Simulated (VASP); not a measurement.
Runs of VASP 6.6.1 on Bi. The structure is that of space group P6_3/mmc (No. 194), or close to it. The cells are those of the table. This isn't the form of Bi at room conditions, which is rhombohedral.

| task | cell | k mesh | cutoff (eV) | gap on the mesh (eV) | pressure (GPa) |
| --- | --- | --- | --- | --- | --- |
| single point | a = 3.023, b = 3.023, c = 4.694 Å, angles 90.0, 90.0, 120.0°, 2 atoms | 6 × 6 × 4 | 520 | none | (a) |
| single point | a = 3.470, b = 3.470, c = 5.753 Å, angles 90.0, 90.0, 120.0°, 2 atoms | 12 × 12 × 8 | 520 | none | -0.1 |
| relaxation of cell and atoms | relaxed from a = 3.023, b = 3.023, c = 4.694 Å, angles 90.0, 90.0, 120.0°, 2 atoms | 6 × 6 × 4 | 600 | none | 0.0 |
| single point | a = 3.453, b = 3.453, c = 5.769 Å, angles 90.0, 90.0, 120.0°, 2 atoms | 6 × 6 × 4 | 520 | none | 0.0 |

Alike in all rows: level PBEsol; potentials or basis VASP PAW PBE potentials, release 64 (Bi_d); no spin polarisation; smearing gaussian 0.1 eV.

Q: Fill in the values left out.

A: (a) 90.0.

Caveats: some runs use coarse meshes; the PAW data sets were made with another functional, which shifts forces and pressure a little; spin-orbit coupling is left out, which moves the levels of the heavy elements.

A k mesh can miss the band edges, and the runs leave out spin-orbit coupling on Bi.

A gap of «none» marks levels without a gap at the run's occupations.
